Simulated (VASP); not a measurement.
Here is a VASP 6.6.1 calculation.

The input INCAR:

```
PREC = Accurate ; ENCUT = 600
EDIFF = 1E-8 ; ISMEAR = -1
SIGMA = 0.025 ; LREAL = F
LASPH = T ; NELM = 120
ALGO = Normal ; ISIF = 3
LWAVE = F ; LCHARG = F
GGA = LIBXC ; LIBXC1 = GGA_X_B88
LIBXC2 = GGA_C_PBE ; NBANDS = 14
IBRION = 6 ; NFREE = 2
POTIM = 0.015 ; NSW = 1
GGA_COMPAT = F
```

The input KPOINTS:

```
regular mesh
0
Gamma
  8 8 8
```

Contents of POSCAR:

```
HfC
1.0
    0.0000000000      2.4358782100      2.4358782100
    2.4358782100      0.0000000000      2.4358782100
    2.4358782100      2.4358782100      0.0000000000
Hf C
1 1
Direct
    0.5000000000      0.5000000000      0.5000000000
    0.0000000000      0.0000000000      0.0000000000
```

Potentials or basis: VASP PAW PBE potentials, release 64 (Hf_pv, C).

Launch:

```sh
$ cat potpaw_PBE.64/Hf_pv/POTCAR potpaw_PBE.64/C/POTCAR > POTCAR
$ mpirun -np 1 vasp_std > vasp.out
```

**Question.** Estimate the elastic constants C11, C12, C44.

**Answer.** 284, 87, 156 GPa.

**Question.** What does it give for the Voigt bulk modulus?

**Answer.** 153 GPa.

**Question.** Predict the highest phonon frequency at Γ.

**Answer.** 332 cm⁻¹.

Phonon frequencies in cm⁻¹ (negative: imaginary):
```tsv
q point	frequencies
(0.000, 0.000, 0.000)	0 0 0 332 332 332
```

Caveat: the cell is under stress, which shifts elastic constants; the PAW data sets were made with another functional, which shifts forces and pressure a little.
